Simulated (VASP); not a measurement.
# Au (Fd-3m) in VASP: further runs, part 2 of 2

VASP 6.6.1.

## 3. Single point, PBE

File INCAR:

```
SYSTEM = Au
  ALGO = Normal
  EDIFF = 1E-6
  ENCUT = 520
  GGA = PE
  ISIF = 2
  ISMEAR = -1
  LASPH = .TRUE.
  LCHARG = .FALSE.
  LREAL = .FALSE.
  LWAVE = .FALSE.
  NBANDS = 18
  NELM = 100
  PREC = Accurate
  SIGMA = 0.06122561905347299
```

File KPOINTS:

```
k-points
0
G
  16 16 16
  0 0 0
```

File POSCAR:

```
Au
1.0
    0.0000000000      3.1421027439      3.1421027439
    3.1421027439      0.0000000000      3.1421027439
    3.1421027439      3.1421027439      0.0000000000
Au
2
Direct
    0.0000000000      0.0000000000      0.0000000000
    0.2500000000      0.2500000000      0.2500000000
```

Potentials or basis: VASP PAW PBE potentials, release 64 (Au).

Command:

```console
$ cat potpaw_PBE.64/Au/POTCAR > POTCAR
$ mpirun -np 1 vasp_std > vasp.out
```

OUTCAR:

```text
SYSTEM = Au
   EDIFF = 1E-6
   ENCUT = 520
   GGA = PE
   ISIF = 2
   ISMEAR = -1
   LASPH = .TRUE.
   LREAL = .FALSE.
   NELM = 100
   PREC = Accurate

 ion  position               nearest neighbor table
   1  0.000  0.000  0.000-   2 2.72   2 2.72   2 2.72   2 2.72
   2  0.250  0.250  0.250-   1 2.72   1 2.72   1 2.72   1 2.72

  LATTYP: Found a face centered cubic cell.
 ALAT       =     6.2842054878

  Lattice vectors:

 A1 = (   0.0000000000,   3.1421027439,   3.1421027439)
 A2 = (   3.1421027439,   0.0000000000,   3.1421027439)
 A3 = (   3.1421027439,   3.1421027439,   0.0000000000)

Analysis of symmetry for initial positions (statically):
=====================================================================
 Subroutine PRICEL returns:
 Original cell was already a primitive cell.

 Routine SETGRP: Setting up the symmetry group for a
 face centered cubic supercell.

 Subroutine GETGRP returns: Found 48 space group operations
 (whereof 24 operations were pure point group operations)
 out of a pool of 48 trial point group operations.

The static configuration has the point symmetry T_d .
 The point group associated with its full space group is O_h .

Analysis of symmetry for dynamics (positions and initial velocities):
=====================================================================
 Subroutine PRICEL returns:
 Original cell was already a primitive cell.

 Routine SETGRP: Setting up the symmetry group for a
 face centered cubic supercell.

 Subroutine GETGRP returns: Found 48 space group operations
 (whereof 24 operations were pure point group operations)
 out of a pool of 48 trial point group operations.

The dynamic configuration has the point symmetry T_d .
 The point group associated with its full space group is O_h .

 Subroutine INISYM returns: Found 48 space group operations
 (whereof 24 operations are pure point group operations),
 and found     1 'primitive' translations

----------------------------------------------------------------------------------------

                                     Primitive cell

  volume of cell :      62.0428

  direct lattice vectors                    reciprocal lattice vectors
     0.000000000  3.142102744  3.142102744    -0.159129106  0.159129106  0.159129106
     3.142102744  0.000000000  3.142102744     0.159129106 -0.159129106  0.159129106
     3.142102744  3.142102744  0.000000000     0.159129106  0.159129106 -0.159129106

  length of vectors
     4.443604315  4.443604315  4.443604315     0.275619696  0.275619696  0.275619696

  position of ions in fractional coordinates (direct lattice)
     0.000000000  0.000000000  0.000000000
     0.250000000  0.250000000  0.250000000

  ion indices of the primitive-cell ions
   primitive index   ion index
                 1           1
                 2           2

----------------------------------------------------------------------------------------

 KPOINTS: k-points

Automatic generation of k-mesh.
 Grid dimensions read from file:
 generate k-points for:   16   16   16

 Generating k-lattice:

  Cartesian coordinates                     Fractional coordinates (reciprocal lattice)
    -0.009945569  0.009945569  0.009945569     0.062500000  0.000000000  0.000000000
     0.009945569 -0.009945569  0.009945569     0.000000000  0.062500000  0.000000000
     0.009945569  0.009945569 -0.009945569     0.000000000  0.000000000  0.062500000

  Length of vectors
     0.017226231  0.017226231  0.017226231

  Shift w.r.t. Gamma in fractional coordinates (k-lattice)
     0.000000000  0.000000000  0.000000000

 Subroutine IBZKPT returns following result:
 ===========================================

 Found    145 irreducible k-points:

 Following reciprocal coordinates:
            Coordinates               Weight
  0.000000  0.000000  0.000000      1.000000
  0.062500  0.000000  0.000000      8.000000
  0.125000  0.000000  0.000000      8.000000
  0.187500  0.000000  0.000000      8.000000
  0.250000  0.000000  0.000000      8.000000
  0.312500  0.000000  0.000000      8.000000
[... 16 lines left out ...]
 -0.125000  0.062500  0.000000     24.000000
 -0.062500  0.062500  0.000000     12.000000
 [... further k-points ...]
   k-points           NKPTS =    145   k-points in BZ     NKDIM =    145   number of bands    NBANDS=     18
   number of dos      NEDOS =    301   number of ions     NIONS =      2
   total plane-waves  NPLWV =  46656
   dimension x,y,z NGX =    36 NGY =   36 NGZ =   36
   dimension x,y,z NGXF=    72 NGYF=   72 NGZF=   72
   ions per type =               2
   NGX,Y,Z   is equivalent  to a cutoff of  13.47, 13.47, 13.47 a.u.
   NGXF,Y,Z  is equivalent  to a cutoff of  26.94, 26.94, 26.94 a.u.
 SYSTEM =  Au
   PREC   = accura    normal or accurate (medium, high low for compatibility)
   ISTART =      0    job   : 0-new  1-cont  2-samecut
   ICHARG =      2    charge: 1-file 2-atom 10-const
   ISPIN  =      1    spin polarized calculation?
   LNONCOLLINEAR =      F non collinear calculations
   LSORBIT =      F    spin-orbit coupling
   LASPH  =      T    aspherical Exc in radial PAW
   ENCUT  =  520.0 eV  38.22 Ry    6.18 a.u.   8.26  8.26  8.26*2*pi/ulx,y,z
   NELM   =    100;   NELMIN=  2; NELMDL= -5     # of ELM steps
   EDIFF  = 0.1E-05   stopping-criterion for ELM
   LREAL  =      F    real-space projection
[... 7 lines left out ...]
   TEBEG  =    0.0;   TEEND  =   0.0 temperature during run
   PSTRESS=    0.0 pullay stress
   NELECT =      22.0000    total number of electrons
   NUPDOWN=      -1.0000    fix difference up-down
   EMIN   =  10.00;   EMAX   =-10.00  energy-range for DOS
   EFERMI =   0.00;   METHOD = LEGACY
   ISMEAR =    -1;   SIGMA  =   0.06  broadening in eV -4-tet -1-fermi 0-gaus
   EFERMI_NEDOS =   21; number of points for ismear=-14 and -15
   IALGO  =     38    algorithm
   IMIX   =      4    mixing-type and parameters
     AMIX     =   0.40;   BMIX     =  1.00
     AMIX_MAG =   1.60;   BMIX_MAG =  1.00
  volume/ion in A,a.u.               =      31.02       209.34
  Fermi-wavevector in a.u.,A,eV,Ry     =   1.158738  2.189698 18.268193  1.342674
  Thomas-Fermi vector in A             =   2.295338
   LORBIT       =      0    0 simple, 1 ext, 2 COOP (PROOUT), +10 PAW based schemes
   GGA     = PE    functional components
[... 5 lines left out ...]
 non-spin polarized calculation
  energy-cutoff  :      520.00
  volume of cell :       62.04
 maximum number of plane-waves:      1700
 NGX is ok and might be reduce to    36
   NGX = 17   NGY = 17   NGZ = 17

 number of electron      22.0000000 magnetization

 Free energy of the ion-electron system (eV)
  ---------------------------------------------------
  ext. energy  EPLUGINS =         0.00000000
  ---------------------------------------------------
  free energy    TOTEN  =        -4.99077751 eV

  energy without entropy =       -4.98211324  energy(sigma->0) =       -4.98644538

 E-fermi :   2.2579     XC(G=0):  -8.9914

 val. band max:        2.2471116936   @ k =  -0.3125   0.4375   0.1250
 cond. band min:       2.3208296044   @ k =  -0.4375   0.0625   0.0000
 fundamental gap:      0.0737179107
 Fermi energy:         2.2578703802

 k-point     1 :       0.0000    0.0000    0.0000
  band No.  band energies     occupation
      1      -3.2744      2.00000
      2      -1.5090      2.00000
      3      -1.5090      2.00000
      4      -1.5090      2.00000
      5      -1.4917      2.00000
      6      -1.4917      2.00000
[... 10 lines left out ...]
     17      12.4122      0.00000
     18      12.4122      0.00000

 k-point     2 :       0.0625    0.0000    0.0000
  band No.  band energies     occupation
      1      -3.2320      2.00000
      2      -1.5778      2.00000
      3      -1.5778      2.00000
      4      -1.5124      2.00000
      5      -1.4110      2.00000
      6      -1.4110      2.00000
[... 10 lines left out ...]
     17      12.6690      0.00000
     18      12.6690      0.00000
[... 442 lines left out ...]
 k-point    24 :      -0.0625    0.0625    0.0000
  band No.  band energies     occupation
      1      -3.1622      2.00000
      2      -1.6505      2.00000
      3      -1.5770      2.00000
      4      -1.5158      2.00000
      5      -1.3934      2.00000
      6      -1.3208      2.00000
[... 10 lines left out ...]
     17      12.5483      0.00000
     18      13.4816      0.00000

 [... further k-points ...]

------------------------ aborting loop because EDIFF is reached ----------------------------------------

  FORCE on cell =-STRESS in cart. coord.  units (eV):
  Direction    XX          YY          ZZ          XY          YZ          ZX
  --------------------------------------------------------------------------------------
  -------------------------------------------------------------------------------------
  Total       -1.0365979     -1.0365979     -1.0365979      0.0000000      0.0000000      0.0000000
  in kB      -26.7688519    -26.7688519    -26.7688519      0.0000000      0.0000000      0.0000000
  external PRESSURE =     -26.7688519 kB  Pullay stress =       0.0000000 kB

 VOLUME and BASIS-vectors are now :
 -----------------------------------------------------------------------------
  energy-cutoff  :      520.00
  volume of cell :       62.04
      direct lattice vectors                 reciprocal lattice vectors
     0.000000000  3.142102744  3.142102744    -0.159129106  0.159129106  0.159129106
     3.142102744  0.000000000  3.142102744     0.159129106 -0.159129106  0.159129106
     3.142102744  3.142102744  0.000000000     0.159129106  0.159129106 -0.159129106

 POSITION                                       TOTAL-FORCE (eV/Angst)
 -----------------------------------------------------------------------------------
      0.00000      0.00000      0.00000        -0.000000     -0.000000     -0.000000
      1.57105      1.57105      1.57105         0.000000      0.000000      0.000000
 -----------------------------------------------------------------------------------
    total drift:                                0.000000      0.000000      0.000000

  FREE ENERGIE OF THE ION-ELECTRON SYSTEM (eV)
  ---------------------------------------------------
  free  energy   TOTEN  =        -4.9907775144 eV

  energy  without entropy=       -4.9821132439  energy(sigma->0) =       -4.98644538
```

OSZICAR:

```text
N       E                     dE             d eps       ncg     rms          rms(c)
DAV:   1     0.115607302516E+03    0.11561E+03   -0.10507E+04  5300   0.108E+03
DAV:   2    -0.297676916832E+01   -0.11858E+03   -0.11187E+03  5556   0.226E+02
DAV:   3    -0.532508421350E+01   -0.23483E+01   -0.23318E+01  6292   0.320E+01
DAV:   4    -0.534016629840E+01   -0.15082E-01   -0.15080E-01  5822   0.268E+00
DAV:   5    -0.534040998824E+01   -0.24369E-03   -0.24369E-03  5838   0.363E-01    0.688E+00
DAV:   6    -0.500133222633E+01    0.33908E+00   -0.11222E+00  5702   0.786E+00    0.521E+00
DAV:   7    -0.499350418605E+01    0.78280E-02   -0.14642E-02  5708   0.857E-01    0.295E+00
DAV:   8    -0.499073925930E+01    0.27649E-02   -0.17196E-03  5572   0.292E-01    0.511E-02
DAV:   9    -0.499076394069E+01   -0.24681E-04   -0.40163E-05  6196   0.436E-02    0.233E-02
DAV:  10    -0.499077752966E+01   -0.13589E-04   -0.11702E-05  5710   0.246E-02    0.307E-03
DAV:  11    -0.499077751437E+01    0.15297E-07   -0.12768E-07  4152   0.247E-03
   1 F= -.49907775E+01 E0= -.49864454E+01  d E =-.866427E-02
```

Run time: 98 s. Hardware: 1 thread of Intel Xeon Platinum 8375C at 2.90GHz (Ice Lake), shared host; peak memory 0.29 GiB.

Results:

```
Free energy            : -4.9908 eV
Pressure               : -2.7 GPa
Band gap on the k mesh : zero (band 11 reaches 2.46 eV, above the bottom of band 12 at 1.82 eV)
```

Caveat: spin-orbit coupling is left out, which moves the levels of the heavy elements.

## 4. Single point, PBE

This run uses another cell than the first one, of 27.51 Å³/atom, 0.887 times its volume.

File INCAR:

```
SYSTEM = Au
ALGO = Normal ; EDIFF = 1E-6
ENCUT = 520 ; GGA = PE
ISIF = 2 ; ISMEAR = -1
LASPH = .True. ; LCHARG = .True.
LELF = .True. ; LREAL = .False.
LVHAR = .True. ; LWAVE = .False.
NBANDS = 18 ; NELM = 60
PREC = Accurate ; SIGMA = 0.06122561905347299
```

File KPOINTS:

```
k-points
0
Gamma
  31 31 31
  0 0 0
```

File POSCAR:

```
Au
1.0
    0.0000000000      3.0187539156      3.0187539156
    3.0187539156      0.0000000000      3.0187539156
    3.0187539156      3.0187539156      0.0000000000
Au
2
Direct
    0.0000000000      0.0000000000      0.0000000000
    0.2500000000      0.2500000000      0.2500000000
```

Potentials or basis: VASP PAW PBE potentials, release 64 (Au).

Command:

```console
$ cat potpaw_PBE.64/Au/POTCAR > POTCAR
$ mpirun -np 1 vasp_std > vasp.out
```

OUTCAR:

```text
SYSTEM = Au
   EDIFF = 1E-6
   ENCUT = 520
   GGA = PE
   ISIF = 2
   ISMEAR = -1
   LASPH = .True.
   LREAL = .False.
   NELM = 60
   PREC = Accurate

 ion  position               nearest neighbor table
   1  0.000  0.000  0.000-   2 2.61   2 2.61   2 2.61   2 2.61
   2  0.250  0.250  0.250-   1 2.61   1 2.61   1 2.61   1 2.61

  LATTYP: Found a face centered cubic cell.
 ALAT       =     6.0375078312

  Lattice vectors:

 A1 = (   0.0000000000,   3.0187539156,   3.0187539156)
[... 691 lines left out ...]
------------------------ aborting loop because EDIFF is reached ----------------------------------------

  FORCE on cell =-STRESS in cart. coord.  units (eV):
  Direction    XX          YY          ZZ          XY          YZ          ZX
  --------------------------------------------------------------------------------------
  -------------------------------------------------------------------------------------
  Total        1.2863036      1.2863036      1.2863036      0.0000000      0.0000000      0.0000000
  in kB       37.4576863     37.4576863     37.4576863      0.0000000      0.0000000      0.0000000
  external PRESSURE =      37.4576863 kB  Pullay stress =       0.0000000 kB

 VOLUME and BASIS-vectors are now :
 -----------------------------------------------------------------------------
  energy-cutoff  :      520.00
  volume of cell :       55.02
      direct lattice vectors                 reciprocal lattice vectors
     0.000000000  3.018753916  3.018753916    -0.165631255  0.165631255  0.165631255
     3.018753916  0.000000000  3.018753916     0.165631255 -0.165631255  0.165631255
     3.018753916  3.018753916  0.000000000     0.165631255  0.165631255 -0.165631255

 POSITION                                       TOTAL-FORCE (eV/Angst)
 -----------------------------------------------------------------------------------
      0.00000      0.00000      0.00000        -0.000000     -0.000000     -0.000000
      1.50938      1.50938      1.50938         0.000000      0.000000      0.000000
 -----------------------------------------------------------------------------------
    total drift:                               -0.000000      0.000000      0.000000

  FREE ENERGIE OF THE ION-ELECTRON SYSTEM (eV)
  ---------------------------------------------------
  free  energy   TOTEN  =        -4.9830944398 eV

  energy  without entropy=       -4.9735125206  energy(sigma->0) =       -4.97830348
```

stdout:

```text
POSCAR found type information on POSCAR Au
 POSCAR found :  1 types and       2 ions
 scaLAPACK will be used
 LDA part: xc-table for (Slater+PW92), standard interpolation
 POSCAR, INCAR and KPOINTS ok, starting setup
 FFT: planning ... GRIDC
 FFT: planning ... GRID_SOFT
 FFT: planning ... GRID
 WAVECAR not read
 entering main loop
```

Run time: 3.9 min. Hardware: 1 thread of Intel Xeon Platinum 8488C (Sapphire Rapids), shared host; peak memory 0.71 GiB.

What came out:

- Free energy: -4.9831 eV
- Pressure: 3.7 GPa
- Band gap on the k mesh: zero (band 11 reaches 3.65 eV, above the bottom of band 12 at 3.02 eV)

Caveat: spin-orbit coupling is left out, which moves the levels of the heavy elements.
